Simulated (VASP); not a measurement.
# MgS: single point with PBE

Crystal: MgS.

```
CELL_PARAMETERS angstrom
0.00000 5.20330 5.20330
5.20330 0.00000 5.20330
5.20330 5.20330 0.00000
ATOMIC_POSITIONS crystal
Mg 0.00000 0.00000 0.00000
Mg 0.00000 0.00000 0.50000
Mg 0.00000 0.50000 0.00000
Mg 0.00000 0.50000 0.50000
Mg 0.50000 0.00000 0.00000
Mg 0.50000 0.00000 0.50000
Mg 0.50000 0.50000 0.00000
Mg 0.50000 0.50000 0.50000
S 0.25000 0.25000 0.25000
S 0.25000 0.25000 0.75000
S 0.25000 0.75000 0.25000
S 0.25000 0.75000 0.75000
S 0.75000 0.25000 0.25000
S 0.75000 0.25000 0.75000
S 0.75000 0.75000 0.25000
S 0.75000 0.75000 0.75000
```

* Program: VASP 6.6.1
* Task: single point
* Functional: PBE
* Potentials or basis: VASP PAW PBE potentials, release 64 (Mg, S)
* Cutoff: 600 eV
* k mesh: 2 × 2 × 2
* Occupations: fermi-dirac, width 0.05 eV
* Spin: no spin polarisation
* Dipole correction: no
* Further INCAR settings: ALGO = Normal; EDIFF = 1e-06; NBANDS = 46

* Pressure: 1.3 GPa
* Band gap on the k mesh: 2.75 eV

Levels at points of the mesh, in eV from the valence-band top:
```csv
k point,band 28,band 29,band 30,band 31,band 32,band 33,band 34,band 35,band 36,band 37
"(0.00, 0.00, 0.00)",-0.59,-0.59,0.00,0.00,0.00,2.75,2.75,2.75,3.70,4.38
"(0.50, 0.00, 0.00)",-1.21,-0.32,-0.32,-0.32,-0.32,4.38,4.38,4.38,4.38,4.38
"(0.50, 0.50, 0.00)",-0.97,-0.63,-0.63,-0.63,-0.63,4.98,4.98,5.23,5.23,5.61
```

It took 39 s on 1 thread of Intel(R) Xeon(R) 6975P-C (Granite Rapids) (shared host), peak memory 0.49 GiB.

Caveat: the k points lie up to 0.52 Å⁻¹ apart.
